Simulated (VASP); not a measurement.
# Pt (Fm-3m) in VASP: a series of runs

Runs on Pt. Level: PBE. Tasks: single point.

Program: VASP 6.6.1. These are calculated values, not measurements. Logs are shortened: lines on timing, memory, paths and dates and some standing lists are left out, and cuts for length are marked.

## (1) The cell of the first run

It takes space group Fm-3m (No. 225, cubic). The conventional cell has a = 3.922 Å, b = 3.922 Å, c = 3.922 Å, α = 90.00°, β = 90.00°, γ = 90.00°. Within 3.7 Å of Pt (site symmetry m-3m) lie 12 Pt at 2.77 Å.

## (2) Single point, PBE

File INCAR:

```
SYSTEM = Pt
PREC = Accurate
ENCUT = 500
EDIFF = 1E-6
ISMEAR = 0
SIGMA = 0.5
LREAL = .FALSE.
LASPH = .TRUE.
NELM = 120
ALGO = Normal
ISIF = 2
LWAVE = .FALSE.
LCHARG = .TRUE.
GGA = PE
LELF = .TRUE.
LVHAR = .TRUE.
NBANDS = 11
GGA_COMPAT = .FALSE.
```

File KPOINTS:

```
Automatic mesh
0
G
  13 13 13
  0 0 0
```

File POSCAR:

```
Pt
1.0
    0.0000000000      1.9609000000      1.9609000000
    1.9609000000      0.0000000000      1.9609000000
    1.9609000000      1.9609000000      0.0000000000
Pt
1
Direct
    0.0000000000      0.0000000000      0.0000000000
```

Potentials or basis: VASP PAW PBE potentials, release 64 (Pt).

Command:

```sh
> cat potpaw_PBE.64/Pt/POTCAR > POTCAR
> mpirun -np 1 vasp_std > vasp.out
```

OUTCAR:

```text
SYSTEM = Pt
   PREC = Accurate
   ENCUT = 500
   EDIFF = 1E-6
   ISMEAR = 0
   LREAL = .FALSE.
   LASPH = .TRUE.
   NELM = 120
   ISIF = 2
   GGA = PE

 ion  position               nearest neighbor table
   1  0.000  0.000  0.000-

  LATTYP: Found a face centered cubic cell.
 ALAT       =     3.9218000000

  Lattice vectors:

 A1 = (   0.0000000000,   1.9609000000,   1.9609000000)
 A2 = (   1.9609000000,   0.0000000000,   1.9609000000)
 A3 = (   1.9609000000,   1.9609000000,   0.0000000000)

Analysis of symmetry for initial positions (statically):
=====================================================================
 Subroutine PRICEL returns:
 Original cell was already a primitive cell.

 Routine SETGRP: Setting up the symmetry group for a
 face centered cubic supercell.

 Subroutine GETGRP returns: Found 48 space group operations
 (whereof 48 operations were pure point group operations)
 out of a pool of 48 trial point group operations.

The static configuration has the point symmetry O_h .

Analysis of symmetry for dynamics (positions and initial velocities):
=====================================================================
 Subroutine PRICEL returns:
 Original cell was already a primitive cell.

 Routine SETGRP: Setting up the symmetry group for a
 face centered cubic supercell.

 Subroutine GETGRP returns: Found 48 space group operations
 (whereof 48 operations were pure point group operations)
 out of a pool of 48 trial point group operations.

The dynamic configuration has the point symmetry O_h .

 Subroutine INISYM returns: Found 48 space group operations
 (whereof 48 operations are pure point group operations),
 and found     1 'primitive' translations

----------------------------------------------------------------------------------------

                                     Primitive cell

  volume of cell :      15.0798

  direct lattice vectors                    reciprocal lattice vectors
     0.000000000  1.960900000  1.960900000    -0.254984956  0.254984956  0.254984956
     1.960900000  0.000000000  1.960900000     0.254984956 -0.254984956  0.254984956
     1.960900000  1.960900000  0.000000000     0.254984956  0.254984956 -0.254984956

  length of vectors
     2.773131374  2.773131374  2.773131374     0.441646899  0.441646899  0.441646899

  position of ions in fractional coordinates (direct lattice)
     0.000000000  0.000000000  0.000000000

  ion indices of the primitive-cell ions
   primitive index   ion index
                 1           1

----------------------------------------------------------------------------------------

 KPOINTS: Automatic mesh

Automatic generation of k-mesh.
 Grid dimensions read from file:
 generate k-points for:   13   13   13

 Generating k-lattice:

  Cartesian coordinates                     Fractional coordinates (reciprocal lattice)
    -0.019614227  0.019614227  0.019614227     0.076923077  0.000000000  0.000000000
     0.019614227 -0.019614227  0.019614227     0.000000000  0.076923077  0.000000000
     0.019614227  0.019614227 -0.019614227     0.000000000  0.000000000  0.076923077

  Length of vectors
     0.033972838  0.033972838  0.033972838

  Shift w.r.t. Gamma in fractional coordinates (k-lattice)
     0.000000000  0.000000000  0.000000000

 Subroutine IBZKPT returns following result:
 ===========================================

 Found     84 irreducible k-points:

 Following reciprocal coordinates:
            Coordinates               Weight
  0.000000  0.000000  0.000000      1.000000
  0.076923  0.000000  0.000000      8.000000
  0.153846  0.000000  0.000000      8.000000
  0.230769  0.000000  0.000000      8.000000
  0.307692  0.000000  0.000000      8.000000
  0.384615  0.000000  0.000000      8.000000
[... 16 lines left out ...]
  0.384615  0.153846  0.000000     24.000000
  0.461538  0.153846  0.000000     24.000000
 [... further k-points ...]
   k-points           NKPTS =     84   k-points in BZ     NKDIM =     84   number of bands    NBANDS=     11
   number of dos      NEDOS =    301   number of ions     NIONS =      1
   total plane-waves  NPLWV =   8000
   dimension x,y,z NGX =    20 NGY =   20 NGZ =   20
   dimension x,y,z NGXF=    40 NGYF=   40 NGZF=   40
   ions per type =               1
   NGX,Y,Z   is equivalent  to a cutoff of  11.99, 11.99, 11.99 a.u.
   NGXF,Y,Z  is equivalent  to a cutoff of  23.98, 23.98, 23.98 a.u.
 SYSTEM =  Pt
   PREC   = accura    normal or accurate (medium, high low for compatibility)
   ISTART =      0    job   : 0-new  1-cont  2-samecut
   ICHARG =      2    charge: 1-file 2-atom 10-const
   ISPIN  =      1    spin polarized calculation?
   LNONCOLLINEAR =      F non collinear calculations
   LSORBIT =      F    spin-orbit coupling
   LASPH  =      T    aspherical Exc in radial PAW
   ENCUT  =  500.0 eV  36.75 Ry    6.06 a.u.   5.06  5.06  5.06*2*pi/ulx,y,z
   NELM   =    120;   NELMIN=  2; NELMDL= -5     # of ELM steps
   EDIFF  = 0.1E-05   stopping-criterion for ELM
   LREAL  =      F    real-space projection
[... 7 lines left out ...]
   TEBEG  =    0.0;   TEEND  =   0.0 temperature during run
   PSTRESS=    0.0 pullay stress
   NELECT =      10.0000    total number of electrons
   NUPDOWN=      -1.0000    fix difference up-down
   EMIN   =  10.00;   EMAX   =-10.00  energy-range for DOS
   EFERMI =   0.00;   METHOD = LEGACY
   ISMEAR =     0;   SIGMA  =   0.50  broadening in eV -4-tet -1-fermi 0-gaus
   EFERMI_NEDOS =   21; number of points for ismear=-14 and -15
   IALGO  =     38    algorithm
   IMIX   =      4    mixing-type and parameters
     AMIX     =   0.40;   BMIX     =  1.00
     AMIX_MAG =   1.60;   BMIX_MAG =  1.00
  volume/ion in A,a.u.               =      15.08       101.76
  Fermi-wavevector in a.u.,A,eV,Ry     =   1.427609  2.697791 27.729605  2.038068
  Thomas-Fermi vector in A             =   2.547760
   LORBIT       =      0    0 simple, 1 ext, 2 COOP (PROOUT), +10 PAW based schemes
   GGA     = PE    functional components
   LHFCALC =     F    Hartree Fock is set to
   AEXX    =    0.0000 exact exchange contribution
   IVDW    =     0    specifies the selected vdW correction
   LEPSILON=     F    determine dielectric tensor
   LRPA    =     F    only Hartree local field effects (RPA)
 non-spin polarized calculation
 Gauss-broadening in eV      SIGMA  =   0.50
  energy-cutoff  :      500.00
  volume of cell :       15.08
 maximum number of plane-waves:       388
   NGX = 11   NGY = 11   NGZ = 11

 number of electron      10.0000001 magnetization

 Free energy of the ion-electron system (eV)
  ---------------------------------------------------
  ext. energy  EPLUGINS =         0.00000000
  ---------------------------------------------------
  free energy    TOTEN  =        -6.18106487 eV

  energy without entropy =       -6.00377268  energy(sigma->0) =       -6.09241878

 E-fermi :  11.2983     XC(G=0): -13.4920

 val. band max:       11.2951147115   @ k =   0.3846   0.1538   0.0769
 cond. band min:      11.2985618347   @ k =   0.4615   0.0769   0.0000
 fundamental gap:      0.0034471232
 Fermi energy:        11.2983288898

 k-point     1 :       0.0000    0.0000    0.0000
  band No.  band energies     occupation
      1       1.0496      2.00000
      2       7.4796      2.00000
      3       7.4796      2.00000
      4       7.4796      2.00000
      5       9.6314      2.00000
      6       9.6314      2.00000
      7      25.9093      0.00000
      8      30.8712      0.00000
      9      30.8712      0.00000
     10      30.8712      0.00000
     11      36.2145      0.00000

 k-point     2 :       0.0769    0.0000    0.0000
  band No.  band energies     occupation
      1       1.2868      2.00000
      2       7.3755      2.00000
      3       7.5725      2.00000
      4       7.5725      2.00000
      5       9.5808      2.00000
      6       9.5808      2.00000
      7      26.2755      0.00000
      8      29.7068      0.00000
      9      31.2363      0.00000
     10      31.2363      0.00000
     11      37.4500      0.00000

 k-point     3 :       0.1538    0.0000    0.0000
  band No.  band energies     occupation
      1       1.9539      2.00000
      2       7.1514      2.00000
      3       7.7765      2.00000
      4       7.7765      2.00000
      5       9.5207      2.00000
      6       9.5207      2.00000
      7      27.1540      0.00000
      8      27.5836      0.00000
      9      32.2651      0.00000
     10      32.2651      0.00000
     11      36.6362      0.00000

 k-point     4 :       0.2308    0.0000    0.0000
  band No.  band energies     occupation
      1       2.8718      2.00000
      2       7.0740      2.00000
      3       7.8672      2.00000
      4       7.8672      2.00000
      5       9.7043      1.99999
      6       9.7043      1.99999
      7      25.2095      0.00000
      8      27.7149      0.00000
      9      33.6648      0.00000
     10      33.6648      0.00000
     11      34.8435      0.00000
[... 239 lines left out ...]
 k-point    22 :       0.3077    0.1538    0.0000
  band No.  band energies     occupation
      1       3.8710      2.00000
      2       6.3445      2.00000
      3       7.7069      2.00000
      4       8.4785      2.00000
      5       9.8114      1.99997
      6      10.5560      1.96425
      7      24.8935      0.00000
      8      28.5339      0.00000
      9      29.7492      0.00000
     10      31.3762      0.00000
     11      35.5518      0.00000

 k-point    23 :       0.3846    0.1538    0.0000
  band No.  band energies     occupation
      1       4.4484      2.00000
      2       6.7672      2.00000
      3       7.3534      2.00000
      4       8.3387      2.00000
      5      11.0607      1.49842
      6      11.1025      1.42034
      7      21.8209      0.00000
      8      27.5153      0.00000
      9      29.1027      0.00000
     10      31.0463      0.00000
     11      37.3419      0.00000

 k-point    24 :       0.4615    0.1538    0.0000
  band No.  band energies     occupation
      1       4.5943      2.00000
      2       6.9462      2.00000
      3       7.8499      2.00000
      4       8.1504      2.00000
      5      11.3616      0.85790
      6      12.7361      0.00005
      7      18.8507      0.00000
      8      26.7154      0.00000
      9      28.7971      0.00000
     10      29.7918      0.00000
     11      38.2728      0.00000

 [... further k-points ...]

------------------------ aborting loop because EDIFF is reached ----------------------------------------

  FORCE on cell =-STRESS in cart. coord.  units (eV):
  Direction    XX          YY          ZZ          XY          YZ          ZX
  --------------------------------------------------------------------------------------
  -------------------------------------------------------------------------------------
  Total        1.0164425      1.0164425      1.0164425      0.0000000     -0.0000000      0.0000000
  in kB      107.9933599    107.9933599    107.9933599      0.0000000     -0.0000000      0.0000000
  external PRESSURE =     107.9933599 kB  Pullay stress =       0.0000000 kB

 VOLUME and BASIS-vectors are now :
 -----------------------------------------------------------------------------
  energy-cutoff  :      500.00
  volume of cell :       15.08
      direct lattice vectors                 reciprocal lattice vectors
     0.000000000  1.960900000  1.960900000    -0.254984956  0.254984956  0.254984956
     1.960900000  0.000000000  1.960900000     0.254984956 -0.254984956  0.254984956
     1.960900000  1.960900000  0.000000000     0.254984956  0.254984956 -0.254984956

 POSITION                                       TOTAL-FORCE (eV/Angst)
 -----------------------------------------------------------------------------------
      0.00000      0.00000      0.00000        -0.000000      0.000000     -0.000000
 -----------------------------------------------------------------------------------
    total drift:                               -0.000000     -0.000000     -0.000000

  FREE ENERGIE OF THE ION-ELECTRON SYSTEM (eV)
  ---------------------------------------------------
  free  energy   TOTEN  =        -6.1810648701 eV

  energy  without entropy=       -6.0037726848  energy(sigma->0) =       -6.09241878
```

Wall time 8 s (1 thread of AMD EPYC 7R13 (Zen 3), shared host); peak memory 0.1 GiB.

What came out:

```yaml
Free_energy: -6.1811 eV
Pressure: 10.8 GPa
Band_gap_on_the_k_mesh: zero (bands 5 and 6 overlap by 2.17 eV)
```

Levels at points of the mesh, in eV from the Fermi level:
```csv
k point,band 2,band 3,band 4,band 5,band 6,band 7,band 8,band 9
"(0.00, 0.00, 0.00)",-3.82,-3.82,-3.82,-1.67,-1.67,14.61,19.57,19.57
```

Caveat: the cell stands under pressure; so wide a smearing shifts energies and pressures; spin-orbit coupling is left out, which moves the levels of the heavy elements.

(Continued in part 2 of 3.)
